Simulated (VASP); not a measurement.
Runs of VASP 6.6.1 on CoSi8Ni3. The structure is that of space group Pm-3m (No. 221), or close to it. The cells are those of the table. 

| level | potentials or basis | cell | k mesh | smearing | gap on the mesh (eV) | pressure (GPa) | largest force (eV/Å) |
| --- | --- | --- | --- | --- | --- | --- | --- |
| PBE | VASP PAW PBE potentials, release 64 (Co, Si, Ni) | a = 5.410 Å, 12 atoms | 8 × 8 × 8 | gaussian 0.1 eV | none | 0.0 | - |
| PBE | VASP PAW PBE potentials, release 64 (Co, Si, Ni) | a = 5.410 Å, 12 atoms | 4 × 4 × 4 | gaussian 0.2 eV | none | 0.3 | 0.01 |
| LDA | VASP PAW LDA potentials, release 64 (Co, Si, Ni) | a = 5.410 Å, 12 atoms | 8 × 8 × 8 | gaussian 0.1 eV | none | (a) | 0.01 |
| PBE | VASP PAW PBE potentials, release 64 (Co, Si, Ni) | a = 5.410 Å, 12 atoms | 4 × 4 × 4 | gaussian 0.1 eV | none | 0.3 | 0.01 |
| PBE | VASP PAW PBE potentials, release 64 (Co, Si, Ni) | a = 5.421, b = 5.405, c = 5.417 Å, 12 atoms | 4 × 4 × 4 | gaussian 0.2 eV | none | -0.1 | 0.02 |

Alike in all rows: task single point; no spin polarisation; cutoff (eV) 520.

Task: Fill in the values left out.

Result: (a) -8.0.

Caveats: the run has no spin polarisation, though such a crystal can be magnetic; the cell stands under tension (at least some runs).

A gap of «none» marks levels without a gap at the run's occupations.
